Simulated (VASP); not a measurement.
Runs of VASP 6.6.1 on Bi. The structure is that of space group Pm-3m (No. 221), or close to it. The cells are those of the table. 

```csv
task,cell,gap on the mesh (eV),pressure (GPa)
single point,"a = 3.219 Å, 1 atom",none,-0.1
relaxation of cell and atoms,"relaxed to 20 GPa from a = 3.380 Å, 1 atom",none,20.0
single point,"a = 2.929 Å, 1 atom",none,29.9
single point,"a = 2.991 Å, 1 atom",none,(a)
relaxation of cell and atoms,"relaxed to 10 GPa from a = 3.380 Å, 1 atom",none,10.0
```

Alike in all rows: level PBEsol; potentials or basis VASP PAW PBE potentials, release 64 (Bi_d); no spin polarisation; k mesh 7 × 7 × 7; cutoff (eV) 500; smearing gaussian 0.05 eV.

**Question.** Fill in the values left out.

**Answer.** (a) 19.9.

Caveats: the PAW data sets were made with another functional, which shifts forces and pressure a little; spin-orbit coupling is left out, which moves the levels of the heavy elements; the cell is relaxed towards a set pressure, so the enthalpy falls and the energy may rise (some runs).

A k mesh can miss the band edges, and the runs leave out spin-orbit coupling on Bi.

A gap of «none» marks levels without a gap at the run's occupations.
